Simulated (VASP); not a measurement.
# Lu (I4/mmm) in VASP: single point with r2SCAN

Aim: the single point of Lu with r2SCAN.

All numbers are computed with VASP 6.6.1; they aren't measurements. Logs are shortened: lines on timing, memory, paths and dates and some standing lists are left out, and cuts for length are marked.

### Step 1. The cell of the first run

Symmetry: I4/mmm, No. 139, tetragonal system. Conventional cell: a = 3.942 Å, b = 3.942 Å, c = 3.245 Å, α = 90.00°, β = 90.00°, γ = 90.00°. Lu (site symmetry 4/mmm) has 14 Lu at 3.23 to 3.94 Å within 4.2 Å.

### Step 2. Single point, r2SCAN

File POSCAR:

```
Lu
1.0
   -1.9707770000      1.9707770000      1.6226400000
    1.9707770000     -1.9707770000      1.6226400000
    1.9707770000      1.9707770000     -1.6226400000
Lu
1
Direct
    0.0000000000      0.0000000000      0.0000000000
```

File INCAR.step1:

```
SYSTEM = Lu
ALGO = Normal
EDIFF = 1E-4
ENCUT = 520
GGA = PE
ISMEAR = -1
LASPH = .TRUE.
LCHARG = .FALSE.
LREAL = .FALSE.
LWAVE = .TRUE.
NBANDS = 18
NELM = 60
PREC = Accurate
SIGMA = 0.0808
```

File INCAR.step2:

```
SYSTEM = Lu
ALGO = Normal
EDIFF = 1E-6
ENCUT = 520
ISIF = 2
ISMEAR = -1
ISTART = 1
LASPH = .TRUE.
LCHARG = .FALSE.
LMIXTAU = .TRUE.
LREAL = .FALSE.
LWAVE = .FALSE.
METAGGA = R2SCAN
NBANDS = 18
NELM = 60
PREC = Accurate
SIGMA = 0.0808
```

File KPOINTS:

```
k-points
0
G
  13 13 13
  0 0 0
```

Potentials or basis: VASP PAW PBE potentials, release 64 (Lu).

Command:

```sh
$ cat potpaw_PBE.64/Lu/POTCAR > POTCAR
$ cp INCAR.step1 INCAR
$ mpirun -np 1 vasp_std > vasp.out
$ cp INCAR.step2 INCAR
$ mpirun -np 1 vasp_std > vasp.out
```

OUTCAR:

```text
SYSTEM = Lu
   EDIFF = 1E-6
   ENCUT = 520
   ISIF = 2
   ISMEAR = -1
   ISTART = 1
   LASPH = .TRUE.
   LREAL = .FALSE.
   METAGGA = R2SCAN
   NELM = 60
   PREC = Accurate

 ion  position               nearest neighbor table
   1  0.000  0.000  0.000-

  LATTYP: Found a body centered tetragonal cell.
 ALAT       =     3.9415540000
 C/A-ratio  =     0.8233503841

  Lattice vectors:

 A1 = (  -1.9707770000,   1.9707770000,   1.6226400000)
 A2 = (   1.9707770000,  -1.9707770000,   1.6226400000)
 A3 = (   1.9707770000,   1.9707770000,  -1.6226400000)

Analysis of symmetry for initial positions (statically):
=====================================================================
 Subroutine PRICEL returns:
 Original cell was already a primitive cell.

 Routine SETGRP: Setting up the symmetry group for a
 body centered tetragonal supercell.

 Subroutine GETGRP returns: Found 16 space group operations
 (whereof 16 operations were pure point group operations)
 out of a pool of 16 trial point group operations.

The static configuration has the point symmetry D_4h.

Analysis of symmetry for dynamics (positions and initial velocities):
=====================================================================
 Subroutine PRICEL returns:
 Original cell was already a primitive cell.

 Routine SETGRP: Setting up the symmetry group for a
 body centered tetragonal supercell.

 Subroutine GETGRP returns: Found 16 space group operations
 (whereof 16 operations were pure point group operations)
 out of a pool of 16 trial point group operations.

The dynamic configuration has the point symmetry D_4h.

 Subroutine INISYM returns: Found 16 space group operations
 (whereof 16 operations are pure point group operations),
 and found     1 'primitive' translations

----------------------------------------------------------------------------------------

                                     Primitive cell

  volume of cell :      25.2091

  direct lattice vectors                    reciprocal lattice vectors
    -1.970777000  1.970777000  1.622640000     0.000000000  0.253707040  0.308139822
     1.970777000 -1.970777000  1.622640000     0.253707040  0.000000000  0.308139822
     1.970777000  1.970777000 -1.622640000     0.253707040  0.253707040  0.000000000

  length of vectors
     3.225040238  3.225040238  3.225040238     0.399145853  0.399145853  0.358795937

  position of ions in fractional coordinates (direct lattice)
     0.000000000  0.000000000  0.000000000

  ion indices of the primitive-cell ions
   primitive index   ion index
                 1           1

----------------------------------------------------------------------------------------

 KPOINTS: k-points

Automatic generation of k-mesh.
 Grid dimensions read from file:
 generate k-points for:   13   13   13

 Generating k-lattice:

  Cartesian coordinates                     Fractional coordinates (reciprocal lattice)
     0.000000000  0.019515926  0.023703063     0.076923077  0.000000000 -0.000000000
     0.019515926  0.000000000  0.023703063     0.000000000  0.076923077 -0.000000000
     0.019515926  0.019515926  0.000000000     0.000000000  0.000000000  0.076923077

  Length of vectors
     0.030703527  0.030703527  0.027599687

  Shift w.r.t. Gamma in fractional coordinates (k-lattice)
     0.000000000  0.000000000  0.000000000

 Subroutine IBZKPT returns following result:
 ===========================================

 Found    196 irreducible k-points:

 Following reciprocal coordinates:
            Coordinates               Weight
  0.000000  0.000000  0.000000      1.000000
  0.076923  0.000000  0.000000      8.000000
  0.153846  0.000000 -0.000000      8.000000
  0.230769  0.000000 -0.000000      8.000000
  0.307692  0.000000 -0.000000      8.000000
  0.384615  0.000000 -0.000000      8.000000
[... 16 lines left out ...]
  0.384615  0.153846  0.000000     16.000000
  0.461538  0.153846 -0.000000     16.000000
 [... further k-points ...]
   k-points           NKPTS =    196   k-points in BZ     NKDIM =    196   number of bands    NBANDS=     18
   number of dos      NEDOS =    301   number of ions     NIONS =      1
   total plane-waves  NPLWV =  13824
   dimension x,y,z NGX =    24 NGY =   24 NGZ =   24
   dimension x,y,z NGXF=    48 NGYF=   48 NGZF=   48
   ions per type =               1
   NGX,Y,Z   is equivalent  to a cutoff of  12.37, 12.37, 12.37 a.u.
   NGXF,Y,Z  is equivalent  to a cutoff of  24.74, 24.74, 24.74 a.u.
 SYSTEM =  Lu
   PREC   = accura    normal or accurate (medium, high low for compatibility)
   ISTART =      1    job   : 0-new  1-cont  2-samecut
   ICHARG =      0    charge: 1-file 2-atom 10-const
   ISPIN  =      1    spin polarized calculation?
   LNONCOLLINEAR =      F non collinear calculations
   LSORBIT =      F    spin-orbit coupling
   LASPH  =      T    aspherical Exc in radial PAW
   ENCUT  =  520.0 eV  38.22 Ry    6.18 a.u.   6.00  6.00  6.00*2*pi/ulx,y,z
   NELM   =     60;   NELMIN=  2; NELMDL=  0     # of ELM steps
   EDIFF  = 0.1E-05   stopping-criterion for ELM
   LREAL  =      F    real-space projection
   EDIFFG = 0.1E-04   stopping-criterion for IOM
   NSW    =      0    number of steps for IOM
   IBRION =     -1    ionic relax: 0-MD 1-quasi-New 2-CG
   NFREE  =      0    steps in history (QN), initial steepest desc. (CG)
   ISIF   =      2    stress and relaxation
   ISYM   =      2    0-nonsym 1-usesym 2-fastsym
   POTIM  = 0.5000    time-step for ionic-motion
   TEBEG  =    0.0;   TEEND  =   0.0 temperature during run
   PSTRESS=    0.0 pullay stress
   NELECT =      25.0000    total number of electrons
   NUPDOWN=      -1.0000    fix difference up-down
   EMIN   =  10.00;   EMAX   =-10.00  energy-range for DOS
   EFERMI =   0.00;   METHOD = LEGACY
   ISMEAR =    -1;   SIGMA  =   0.08  broadening in eV -4-tet -1-fermi 0-gaus
   EFERMI_NEDOS =   21; number of points for ismear=-14 and -15
   IALGO  =     38    algorithm
   IMIX   =      4    mixing-type and parameters
     AMIX     =   0.40;   BMIX     =  1.00
     AMIX_MAG =   1.60;   BMIX_MAG =  1.00
  volume/ion in A,a.u.               =      25.21       170.12
  Fermi-wavevector in a.u.,A,eV,Ry     =   1.632560  3.085091 36.262952  2.665252
  Thomas-Fermi vector in A             =   2.724510
   LORBIT       =      0    0 simple, 1 ext, 2 COOP (PROOUT), +10 PAW based schemes
   METAGGA = R2SCAN    functional components
   LHFCALC =     F    Hartree Fock is set to
   AEXX    =    0.0000 exact exchange contribution
   IVDW    =     0    specifies the selected vdW correction
   LEPSILON=     F    determine dielectric tensor
   LRPA    =     F    only Hartree local field effects (RPA)
 non-spin polarized calculation
  energy-cutoff  :      520.00
  volume of cell :       25.21
 maximum number of plane-waves:       710
   NGX = 11   NGY = 11   NGZ = 11

 number of electron      25.0000011 magnetization

 Free energy of the ion-electron system (eV)
  ---------------------------------------------------
  ext. energy  EPLUGINS =         0.00000000
  ---------------------------------------------------
  free energy    TOTEN  =       -37.80394321 eV

  energy without entropy =      -37.77140276  energy(sigma->0) =      -37.78767299

 E-fermi :   2.8463     XC(G=0): -12.3913

 val. band max:        2.8308519948   @ k =  -0.4615   0.2308   0.0769
 cond. band min:       2.8468251556   @ k =   0.4615   0.2308   0.0000
 fundamental gap:      0.0159731608
 Fermi energy:         2.8463192847

 k-point     1 :       0.0000    0.0000    0.0000
  band No.  band energies     occupation
      1     -54.8775      2.00000
      2     -24.5435      2.00000
      3     -24.5434      2.00000
      4     -24.4643      2.00000
      5      -3.8715      2.00000
      6      -2.2495      2.00000
[... 10 lines left out ...]
     17       9.4624      0.00000
     18      15.0605      0.00000

 k-point     2 :       0.0769    0.0000    0.0000
  band No.  band energies     occupation
      1     -54.8730      2.00000
      2     -24.5707      2.00000
      3     -24.5580      2.00000
      4     -24.4981      2.00000
      5      -3.6384      2.00000
      6      -2.2450      2.00000
[... 10 lines left out ...]
     17       9.1927      0.00000
     18      15.5780      0.00000

 k-point     3 :       0.1538    0.0000   -0.0000
  band No.  band energies     occupation
      1     -54.8605      2.00000
      2     -24.6981      2.00000
      3     -24.5980      2.00000
      4     -24.5366      2.00000
      5      -2.9748      2.00000
      6      -2.2317      2.00000
[... 10 lines left out ...]
     17       8.7292      0.00000
     18      16.4468      0.00000

 k-point     4 :       0.2308    0.0000   -0.0000
  band No.  band energies     occupation
      1     -54.8429      2.00000
      2     -24.8960      2.00000
      3     -24.6538      2.00000
      4     -24.5654      2.00000
      5      -2.2122      2.00000
      6      -2.2015      2.00000
[... 10 lines left out ...]
     17       8.3921      0.00000
     18      15.6743      0.00000

 k-point     5 :       0.3077    0.0000   -0.0000
  band No.  band energies     occupation
      1     -54.8242      2.00000
      2     -25.1010      2.00000
      3     -24.7124      2.00000
      4     -24.5924      2.00000
      5      -2.1970      2.00000
      6      -2.1804      2.00000
[... 10 lines left out ...]
     17       8.6999      0.00000
     18      14.3889      0.00000

 k-point     6 :       0.3846    0.0000   -0.0000
  band No.  band energies     occupation
      1     -54.8086      2.00000
      2     -25.2655      2.00000
      3     -24.7605      2.00000
      4     -24.6140      2.00000
      5      -2.2016      2.00000
      6      -2.1857      2.00000
[... 307 lines left out ...]
 k-point    21 :       0.2308    0.1538   -0.0000
  band No.  band energies     occupation
      1     -54.8146      2.00000
      2     -25.1745      2.00000
      3     -24.7136      2.00000
      4     -24.6609      2.00000
      5      -2.1924      2.00000
      6      -2.1851      2.00000
[... 10 lines left out ...]
     17       9.9821      0.00000
     18      15.5860      0.00000

 k-point    22 :       0.3077    0.1538   -0.0000
  band No.  band energies     occupation
      1     -54.8023      2.00000
      2     -25.2793      2.00000
      3     -24.7846      2.00000
      4     -24.6731      2.00000
      5      -2.1971      2.00000
      6      -2.1910      2.00000
[... 10 lines left out ...]
     17      10.8302      0.00000
     18      14.1113      0.00000

 k-point    23 :       0.3846    0.1538    0.0000
  band No.  band energies     occupation
      1     -54.7968      2.00000
      2     -25.3160      2.00000
      3     -24.8358      2.00000
      4     -24.6706      2.00000
      5      -2.2012      2.00000
      6      -2.1959      2.00000
[... 10 lines left out ...]
     17      11.2243      0.00000
     18      12.9386      0.00000

 k-point    24 :       0.4615    0.1538   -0.0000
  band No.  band energies     occupation
      1     -54.7995      2.00000
      2     -25.2827      2.00000
      3     -24.8520      2.00000
      4     -24.6532      2.00000
      5      -2.2008      2.00000
      6      -2.1950      2.00000
[... 10 lines left out ...]
     17      11.7574      0.00000
     18      12.5418      0.00000

 [... further k-points ...]
[... 5 lines left out ...]
  --------------------------------------------------------------------------------------
  -------------------------------------------------------------------------------------
  Total        1.0798528      1.0798528      2.1335729      0.0000000      0.0000000     -0.0000000
  in kB       68.6306350     68.6306350    135.6003856      0.0000000      0.0000000     -0.0000000
  external PRESSURE =      90.9538852 kB  Pullay stress =       0.0000000 kB

 VOLUME and BASIS-vectors are now :
 -----------------------------------------------------------------------------
  energy-cutoff  :      520.00
  volume of cell :       25.21
      direct lattice vectors                 reciprocal lattice vectors
    -1.970777000  1.970777000  1.622640000     0.000000000  0.253707040  0.308139822
     1.970777000 -1.970777000  1.622640000     0.253707040  0.000000000  0.308139822
     1.970777000  1.970777000 -1.622640000     0.253707040  0.253707040  0.000000000

 POSITION                                       TOTAL-FORCE (eV/Angst)
 -----------------------------------------------------------------------------------
      0.00000      0.00000      0.00000         0.000000      0.000000     -0.000000
 -----------------------------------------------------------------------------------
    total drift:                               -0.000000      0.000000      0.000000

  FREE ENERGIE OF THE ION-ELECTRON SYSTEM (eV)
  ---------------------------------------------------
  free  energy   TOTEN  =       -37.8039432114 eV

  energy  without entropy=      -37.7714027601  energy(sigma->0) =      -37.78767299
```

It took 7 min on 1 thread of AMD EPYC 7R43 (Zen 3), shared host; peak memory 0.18 GiB.

What came out:

```
Free energy            : -37.8039 eV
Pressure               : 9.1 GPa
Band gap on the k mesh : zero (an odd number of electrons rules out a gap without spin polarisation)
```

Levels at points of the mesh, in eV from the Fermi level:
```csv
k point,band 9,band 10,band 11,band 12,band 13,band 14,band 15,band 16
"(0.00, 0.00, 0.00)",-4.96,-4.96,-4.92,-4.91,1.37,3.38,3.79,3.79
```

Caveat: the stress differs along the axes, from 7 to 14 GPa; the PAW data sets were made with another functional, which shifts forces and pressure a little; spin-orbit coupling is left out, which moves the levels of the heavy elements.
